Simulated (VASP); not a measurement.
# ScAl2 (Fd-3m) in VASP: further runs

The runs below take ScAl2 through single point, relaxation of cell and atoms, with PBEsol.

Everything below comes from runs of VASP 6.6.1. Logs are shortened: lines on timing, memory, paths and dates and some standing lists are left out, and cuts for length are marked.

## Step 1: The cell of the first run

Symmetry: Fd-3m, No. 227, cubic system. Conventional cell: a = 7.555 Å, b = 7.555 Å, c = 7.555 Å, α = 90.00°, β = 90.00°, γ = 90.00°. Within 4.1 Å of Sc (site symmetry -43m) lie 12 Al at 3.13 Å and 4 Sc at 3.27 Å. Al (site symmetry -3m) has 6 Al at 2.67 Å and 6 Sc at 3.13 Å within 3.5 Å.

## Step 2: Single point, PBEsol

Input file INCAR:

```
PREC = Accurate
ENCUT = 520
EDIFF = 1E-7
ISMEAR = -1
SIGMA = 0.5
LREAL = F
LASPH = T
NELM = 60
ALGO = Normal
ISIF = 2
LWAVE = F
LCHARG = F
GGA = PS
NBANDS = 26
```

Input file KPOINTS:

```
regular mesh
0
Gamma
  8 8 8
```

Input file POSCAR:

```
ScAl2
1.0
    0.0000000000      3.7776526849      3.7776526849
    3.7776526849      0.0000000000      3.7776526849
    3.7776526849      3.7776526849      0.0000000000
Sc Al
2 4
Direct
    0.5000000000      0.5000000000      0.5000000000
    0.7500000000      0.7500000000      0.7500000000
    0.1250000000      0.1250000000      0.1250000000
    0.6250000000      0.1250000000      0.1250000000
    0.1250000000      0.6250000000      0.1250000000
    0.1250000000      0.1250000000      0.6250000000
```

Potentials or basis: VASP PAW PBE potentials, release 64 (Sc_sv, Al).

On the command line:

```console
> cat potpaw_PBE.64/Sc_sv/POTCAR potpaw_PBE.64/Al/POTCAR > POTCAR
> mpirun -np 1 vasp_std > vasp.out
```

OUTCAR:

```text
PREC = Accurate
   ENCUT = 520
   EDIFF = 1E-7
   ISMEAR = -1
   LREAL = F
   LASPH = T
   NELM = 60
   ISIF = 2
   GGA = PS

 ion  position               nearest neighbor table
   1  0.500  0.500  0.500-   5 3.13   4 3.13   3 3.13   3 3.13   3 3.13   6 3.13   6 3.13   4 3.13
                             5 3.13   4 3.13   5 3.13   6 3.13   2 3.27   2 3.27   2 3.27   2 3.27
   2  0.750  0.750  0.750-   3 3.13   4 3.13   5 3.13   4 3.13   4 3.13   5 3.13   3 3.13   5 3.13
                             6 3.13   3 3.13   6 3.13   6 3.13   1 3.27   1 3.27   1 3.27   1 3.27
   3  0.125  0.125  0.125-   4 2.67   5 2.67   6 2.67   6 2.67   5 2.67   4 2.67   1 3.13   2 3.13
                             1 3.13   2 3.13   1 3.13   2 3.13
   4  0.625  0.125  0.125-   3 2.67   6 2.67   5 2.67   3 2.67   5 2.67   6 2.67   2 3.13   1 3.13
                             2 3.13   1 3.13   1 3.13   2 3.13
   5  0.125  0.625  0.125-   3 2.67   6 2.67   3 2.67   4 2.67   6 2.67   4 2.67   1 3.13   2 3.13
                             2 3.13   1 3.13   1 3.13   2 3.13
   6  0.125  0.125  0.625-   3 2.67   3 2.67   4 2.67   5 2.67   5 2.67   4 2.67   1 3.13   2 3.13
                             1 3.13   2 3.13   1 3.13   2 3.13

  LATTYP: Found a face centered cubic cell.
 ALAT       =     7.5553053698

  Lattice vectors:

 A1 = (   0.0000000000,   3.7776526849,   3.7776526849)
 A2 = (   3.7776526849,   0.0000000000,   3.7776526849)
 A3 = (   3.7776526849,   3.7776526849,   0.0000000000)

Analysis of symmetry for initial positions (statically):
=====================================================================
 Subroutine PRICEL returns:
 Original cell was already a primitive cell.

 Routine SETGRP: Setting up the symmetry group for a
 face centered cubic supercell.

 Subroutine GETGRP returns: Found 48 space group operations
 (whereof 24 operations were pure point group operations)
 out of a pool of 48 trial point group operations.

The static configuration has the point symmetry T_d .
 The point group associated with its full space group is O_h .

Analysis of symmetry for dynamics (positions and initial velocities):
=====================================================================
 Subroutine PRICEL returns:
 Original cell was already a primitive cell.

 Routine SETGRP: Setting up the symmetry group for a
 face centered cubic supercell.

 Subroutine GETGRP returns: Found 48 space group operations
 (whereof 24 operations were pure point group operations)
 out of a pool of 48 trial point group operations.

The dynamic configuration has the point symmetry T_d .
 The point group associated with its full space group is O_h .

 Subroutine INISYM returns: Found 48 space group operations
 (whereof 24 operations are pure point group operations),
 and found     1 'primitive' translations

----------------------------------------------------------------------------------------

                                     Primitive cell

  volume of cell :     107.8192

  direct lattice vectors                    reciprocal lattice vectors
     0.000000000  3.777652685  3.777652685    -0.132357324  0.132357324  0.132357324
     3.777652685  0.000000000  3.777652685     0.132357324 -0.132357324  0.132357324
     3.777652685  3.777652685  0.000000000     0.132357324  0.132357324 -0.132357324

  length of vectors
     5.342407661  5.342407661  5.342407661     0.229249610  0.229249610  0.229249610

  position of ions in fractional coordinates (direct lattice)
     0.500000000  0.500000000  0.500000000
     0.750000000  0.750000000  0.750000000
     0.125000000  0.125000000  0.125000000
     0.625000000  0.125000000  0.125000000
     0.125000000  0.625000000  0.125000000
     0.125000000  0.125000000  0.625000000

  ion indices of the primitive-cell ions
   primitive index   ion index
                 1           1
                 2           2
                 3           3
                 4           4
                 5           5
                 6           6

----------------------------------------------------------------------------------------

 KPOINTS: regular mesh

Automatic generation of k-mesh.
 Grid dimensions read from file:
 generate k-points for:    8    8    8

 Generating k-lattice:

  Cartesian coordinates                     Fractional coordinates (reciprocal lattice)
    -0.016544665  0.016544665  0.016544665     0.125000000  0.000000000  0.000000000
     0.016544665 -0.016544665  0.016544665     0.000000000  0.125000000  0.000000000
     0.016544665  0.016544665 -0.016544665     0.000000000  0.000000000  0.125000000

  Length of vectors
     0.028656201  0.028656201  0.028656201

  Shift w.r.t. Gamma in fractional coordinates (k-lattice)
     0.000000000  0.000000000  0.000000000

 Subroutine IBZKPT returns following result:
 ===========================================

 Found     29 irreducible k-points:

 Following reciprocal coordinates:
            Coordinates               Weight
  0.000000  0.000000  0.000000      1.000000
  0.125000  0.000000  0.000000      8.000000
  0.250000  0.000000  0.000000      8.000000
  0.375000  0.000000  0.000000      8.000000
  0.500000  0.000000  0.000000      4.000000
  0.125000  0.125000  0.000000      6.000000
[... 16 lines left out ...]
  0.500000  0.250000  0.125000     48.000000
 -0.375000  0.250000  0.125000     24.000000
 [... further k-points ...]
   k-points           NKPTS =     29   k-points in BZ     NKDIM =     29   number of bands    NBANDS=     26
   number of dos      NEDOS =    301   number of ions     NIONS =      6
   total plane-waves  NPLWV =  64000
   dimension x,y,z NGX =    40 NGY =   40 NGZ =   40
   dimension x,y,z NGXF=    80 NGYF=   80 NGZF=   80
   ions per type =               2   4
   NGX,Y,Z   is equivalent  to a cutoff of  12.45, 12.45, 12.45 a.u.
   NGXF,Y,Z  is equivalent  to a cutoff of  24.89, 24.89, 24.89 a.u.
 SYSTEM =  unknown system
   PREC   = accura    normal or accurate (medium, high low for compatibility)
   ISTART =      0    job   : 0-new  1-cont  2-samecut
   ICHARG =      2    charge: 1-file 2-atom 10-const
   ISPIN  =      1    spin polarized calculation?
   LNONCOLLINEAR =      F non collinear calculations
   LSORBIT =      F    spin-orbit coupling
   LASPH  =      T    aspherical Exc in radial PAW
   ENCUT  =  520.0 eV  38.22 Ry    6.18 a.u.   9.93  9.93  9.93*2*pi/ulx,y,z
   NELM   =     60;   NELMIN=  2; NELMDL= -5     # of ELM steps
   EDIFF  = 0.1E-06   stopping-criterion for ELM
   LREAL  =      F    real-space projection
   EDIFFG = 0.1E-05   stopping-criterion for IOM
   NSW    =      0    number of steps for IOM
   IBRION =     -1    ionic relax: 0-MD 1-quasi-New 2-CG
   NFREE  =      0    steps in history (QN), initial steepest desc. (CG)
   ISIF   =      2    stress and relaxation
   ISYM   =      2    0-nonsym 1-usesym 2-fastsym
   POTIM  = 0.5000    time-step for ionic-motion
   TEBEG  =    0.0;   TEEND  =   0.0 temperature during run
   PSTRESS=    0.0 pullay stress
   NELECT =      34.0000    total number of electrons
   NUPDOWN=      -1.0000    fix difference up-down
   EMIN   =  10.00;   EMAX   =-10.00  energy-range for DOS
   EFERMI =   0.00;   METHOD = LEGACY
   ISMEAR =    -1;   SIGMA  =   0.50  broadening in eV -4-tet -1-fermi 0-gaus
   EFERMI_NEDOS =   21; number of points for ismear=-14 and -15
   IALGO  =     38    algorithm
   IMIX   =      4    mixing-type and parameters
     AMIX     =   0.40;   BMIX     =  1.00
     AMIX_MAG =   1.60;   BMIX_MAG =  1.00
  volume/ion in A,a.u.               =      17.97       121.27
  Fermi-wavevector in a.u.,A,eV,Ry     =   1.114301  2.105723 16.893895  1.241666
  Thomas-Fermi vector in A             =   2.250894
   LORBIT       =      0    0 simple, 1 ext, 2 COOP (PROOUT), +10 PAW based schemes
   GGA     = PS    functional components
   LHFCALC =     F    Hartree Fock is set to
   AEXX    =    0.0000 exact exchange contribution
   IVDW    =     0    specifies the selected vdW correction
   LEPSILON=     F    determine dielectric tensor
   LRPA    =     F    only Hartree local field effects (RPA)
 non-spin polarized calculation
  energy-cutoff  :      520.00
  volume of cell :      107.82
 maximum number of plane-waves:      2936
   NGX = 19   NGY = 19   NGZ = 19

 number of electron      33.9999997 magnetization

 Free energy of the ion-electron system (eV)
  ---------------------------------------------------
  ext. energy  EPLUGINS =         0.00000000
  ---------------------------------------------------
  free energy    TOTEN  =       -33.89907607 eV

  energy without entropy =      -31.06455109  energy(sigma->0) =      -32.48181358

 E-fermi :   6.5587     XC(G=0): -10.3998

 val. band max:        6.5452797516   @ k =   0.5000   0.2500   0.0000
 cond. band min:       6.5725383476   @ k =  -0.3750   0.1250   0.0000
 fundamental gap:      0.0272585961
 Fermi energy:         6.5586706415

 k-point     1 :       0.0000    0.0000    0.0000
  band No.  band energies     occupation
      1     -42.4390      2.00000
      2     -42.3982      2.00000
      3     -21.2296      2.00000
      4     -21.2296      2.00000
      5     -21.2296      2.00000
      6     -21.1188      2.00000
[... 18 lines left out ...]
     25       9.9527      0.00225
     26       9.9527      0.00225

 k-point     2 :       0.1250    0.0000    0.0000
  band No.  band energies     occupation
      1     -42.4379      2.00000
      2     -42.3994      2.00000
      3     -21.2317      2.00000
      4     -21.2317      2.00000
      5     -21.2296      2.00000
      6     -21.1194      2.00000
[... 18 lines left out ...]
     25       9.7478      0.00339
     26       9.7843      0.00315

 k-point     3 :       0.2500    0.0000    0.0000
  band No.  band energies     occupation
      1     -42.4347      2.00000
      2     -42.4025      2.00000
      3     -21.2365      2.00000
      4     -21.2365      2.00000
      5     -21.2298      2.00000
      6     -21.1207      2.00000
[... 18 lines left out ...]
     25       9.5976      0.00458
     26       9.5977      0.00457

 k-point     4 :       0.3750    0.0000    0.0000
  band No.  band energies     occupation
      1     -42.4308      2.00000
      2     -42.4064      2.00000
      3     -21.2410      2.00000
      4     -21.2410      2.00000
      5     -21.2304      2.00000
      6     -21.1217      2.00000
[... 18 lines left out ...]
     25       9.5957      0.00459
     26       9.5957      0.00459

 k-point     5 :       0.5000    0.0000    0.0000
  band No.  band energies     occupation
      1     -42.4288      2.00000
      2     -42.4084      2.00000
      3     -21.2427      2.00000
      4     -21.2427      2.00000
      5     -21.2307      2.00000
      6     -21.1221      2.00000
[... 18 lines left out ...]
     25       9.6129      0.00444
     26       9.6129      0.00444

 k-point     6 :       0.1250    0.1250    0.0000
  band No.  band energies     occupation
      1     -42.4375      2.00000
      2     -42.3998      2.00000
      3     -21.2342      2.00000
      4     -21.2342      2.00000
      5     -21.2256      2.00000
      6     -21.1235      2.00000
[... 427 lines left out ...]
 k-point    21 :       0.5000    0.5000    0.0000
  band No.  band energies     occupation
      1     -42.4186      2.00000
      2     -42.4186      2.00000
      3     -21.2563      2.00000
      4     -21.2563      2.00000
      5     -21.1764      2.00000
      6     -21.1764      2.00000
[... 18 lines left out ...]
     25      10.7120      0.00049
     26      10.7120      0.00049

 k-point    22 :       0.3750    0.2500    0.1250
  band No.  band energies     occupation
      1     -42.4319      2.00000
      2     -42.4053      2.00000
      3     -21.2475      2.00000
      4     -21.2422      2.00000
      5     -21.2161      2.00000
      6     -21.1345      2.00000
[... 18 lines left out ...]
     25       9.6313      0.00428
     26       9.7456      0.00341

 k-point    23 :       0.5000    0.2500    0.1250
  band No.  band energies     occupation
      1     -42.4280      2.00000
      2     -42.4092      2.00000
      3     -21.2535      2.00000
      4     -21.2461      2.00000
      5     -21.2099      2.00000
      6     -21.1411      2.00000
[... 18 lines left out ...]
     25       9.7991      0.00306
     26       9.9192      0.00241

 k-point    24 :      -0.3750    0.2500    0.1250
  band No.  band energies     occupation
      1     -42.4258      2.00000
      2     -42.4114      2.00000
      3     -21.2557      2.00000
      4     -21.2479      2.00000
      5     -21.2071      2.00000
      6     -21.1440      2.00000
[... 18 lines left out ...]
     25       9.6625      0.00402
     26      10.0430      0.00188

 [... further k-points ...]

------------------------ aborting loop because EDIFF is reached ----------------------------------------

  FORCE on cell =-STRESS in cart. coord.  units (eV):
  Direction    XX          YY          ZZ          XY          YZ          ZX
  --------------------------------------------------------------------------------------
  -------------------------------------------------------------------------------------
  Total        0.4149013      0.4149013      0.4149013     -0.0000000      0.0000000      0.0000000
  in kB        6.1653728      6.1653728      6.1653728     -0.0000000      0.0000000      0.0000000
  external PRESSURE =       6.1653728 kB  Pullay stress =       0.0000000 kB

 VOLUME and BASIS-vectors are now :
 -----------------------------------------------------------------------------
  energy-cutoff  :      520.00
  volume of cell :      107.82
      direct lattice vectors                 reciprocal lattice vectors
     0.000000000  3.777652685  3.777652685    -0.132357324  0.132357324  0.132357324
     3.777652685  0.000000000  3.777652685     0.132357324 -0.132357324  0.132357324
     3.777652685  3.777652685  0.000000000     0.132357324  0.132357324 -0.132357324

 POSITION                                       TOTAL-FORCE (eV/Angst)
 -----------------------------------------------------------------------------------
      3.77765      3.77765      3.77765         0.000000      0.000000      0.000000
      5.66648      5.66648      5.66648        -0.000000     -0.000000      0.000000
      0.94441      0.94441      0.94441        -0.000000      0.000000     -0.000000
      0.94441      2.83324      2.83324        -0.000000      0.000000     -0.000000
      2.83324      0.94441      2.83324        -0.000000      0.000000     -0.000000
      2.83324      2.83324      0.94441        -0.000000      0.000000     -0.000000
 -----------------------------------------------------------------------------------
    total drift:                               -0.000000     -0.000000      0.000000

  FREE ENERGIE OF THE ION-ELECTRON SYSTEM (eV)
  ---------------------------------------------------
  free  energy   TOTEN  =       -33.8990760678 eV

  energy  without entropy=      -31.0645510872  energy(sigma->0) =      -32.48181358
```

Run time: 3.8 min. Hardware: 1 thread of Intel Xeon 8259CL, shared host; peak memory 0.28 GiB.

What came out:

| Property | Result |
| --- | --- |
| Free energy | -33.8991 eV |
| Pressure | 0.6 GPa |
| Band gap on the k mesh | zero (bands 17 and 18 overlap by 2.45 eV) |

Levels at points of the mesh, in eV from the Fermi level:
| k point | band 14 | band 15 | band 16 | band 17 | band 18 | band 19 | band 20 | band 21 |
| --- | --- | --- | --- | --- | --- | --- | --- | --- |
| (0.00, 0.00, 0.00) | -2.54 | -2.54 | -2.54 | -1.78 | -1.78 | 0.24 | 2.06 | 2.06 |
| (0.50, 0.00, 0.00) | -1.98 | -1.98 | -0.40 | -0.18 | -0.18 | 1.64 | 1.64 | 1.82 |
| (0.50, 0.50, 0.00) | -3.66 | 0.20 | 0.20 | 0.67 | 0.67 | 0.77 | 0.77 | 0.98 |

Caveat: so wide a smearing shifts energies and pressures; the PAW data sets were made with another functional, which shifts forces and pressure a little.

## Step 3: Single point, PBEsol

Input file INCAR:

```
PREC = Accurate
ENCUT = 520
EDIFF = 1E-7
ISMEAR = 1
SIGMA = 0.01
LREAL = F
LASPH = T
NELM = 100
ALGO = Fast
ISIF = 2
LWAVE = F
LCHARG = T
GGA = PS
LELF = T
LVHAR = T
NBANDS = 26
```

KPOINTS is that of step 2.

POSCAR is that of step 2.

Potentials or basis: VASP PAW PBE potentials, release 64 (Sc_sv, Al).

On the command line:

```console
> cat potpaw_PBE.64/Sc_sv/POTCAR potpaw_PBE.64/Al/POTCAR > POTCAR
> mpirun -np 1 vasp_std > vasp.out
```

It took 4.6 min on 1 thread of Intel Xeon 8259CL, shared host; peak memory 0.27 GiB.

The run converged. Its results:

```yaml
Free_energy: -32.4956 eV
Pressure: -0.9 GPa
Band_gap_on_the_k_mesh: zero (bands 17 and 18 overlap by 2.36 eV)
```

Levels at points of the mesh, in eV from the Fermi level:
```csv
k point,band 14,band 15,band 16,band 17,band 18,band 19,band 20,band 21
"(0.00, 0.00, 0.00)",-2.42,-2.42,-2.42,-1.70,-1.70,0.33,2.11,2.11
"(0.50, 0.00, 0.00)",-1.86,-1.86,-0.36,-0.14,-0.14,1.66,1.66,1.94
"(0.50, 0.50, 0.00)",-3.55,0.25,0.25,0.66,0.66,0.82,0.82,1.05
```

Caveat: the PAW data sets were made with another functional, which shifts forces and pressure a little.

(Continued in part 2 of 2.)
